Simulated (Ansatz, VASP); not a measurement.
# One calculation of Mn, two programs

File INCAR:

```
PREC = Accurate ; ENCUT = 520
EDIFF = 1E-6 ; ISMEAR = -1
SIGMA = 0.05 ; LREAL = False
LASPH = True ; NELM = 150
ALGO = Normal ; ISIF = 2
LWAVE = False ; LCHARG = True
ISPIN = 2 ; MAGMOM = -0.785 -0.785
LORBIT = 11 ; LMAXMIX = 4
GGA = PE ; LELF = True
LVHAR = True ; NBANDS = 24
```

The input KPOINTS:

```
Automatic mesh
0
Gamma
  13 13 13
```

File POSCAR:

```
Mn
1.0
    2.7066727826      0.0000000000      0.0000000000
    0.0000000000      2.7066727826      0.0000000000
    0.0000000000      0.0000000000      2.7066727826
Mn
2
Direct
    0.0000000000      0.0000000000      0.0000000000
    0.5000000000      0.5000000000      0.5000000000
```

Input for Ansatz:

```yaml
crystal:
  lattice:
    - [2.7066727826, 0.0, 0.0]
    - [0.0, 2.7066727826, 0.0]
    - [0.0, 0.0, 2.7066727826]
  atoms:
    - { symbol: Mn, position: [0.0, 0.0, 0.0], spin: -0.785 }
    - { symbol: Mn, position: [0.5, 0.5, 0.5], spin: -0.785 }
hamiltonian:
  xc: pbe
  pseudopotentials:
    kind: paw
    azcp:
      Mn: "pseudopotentials/Mn.paw.azcp"
basis:
  ecutwfc: 420
  fft_grid_basis: typed
kpoints:
  mp_grid: { grid: [13, 13, 13], shift: [0, 0, 0] }
magnetization:
  spin_polarized: true
scf:
  occupations: { method: fermi_dirac, width: 0.05 }
  lower_state_search: "off"
output:
  stress: true
```

Alike in both runs: task single point; functional PBE; k mesh 13 × 13 × 13; occupations fermi-dirac, width 0.05 eV; collinear spin.

```csv
,VASP,Ansatz
version,VASP 6.6.1,Ansatz 0.2.0
potentials or method,"VASP PAW PBE potentials, release 64 (Mn_pv), cutoff 520 eV","plane waves (420 eV) with PAW, scalar-relativistic"
valence electrons in the cell,26,30
```

```csv
,VASP,Ansatz,Ansatz less VASP
net moment per atom (μB),0.35,0.32,-0.030
size of the moment on the site where the two differ most (μB),0.35,0.32,-0.032
```

Site moments also hang on the region over which each program counts them. VASP's potentials hold 26 valence electrons a cell and Ansatz's 30, so a difference there can come from the potentials and not from the codes.
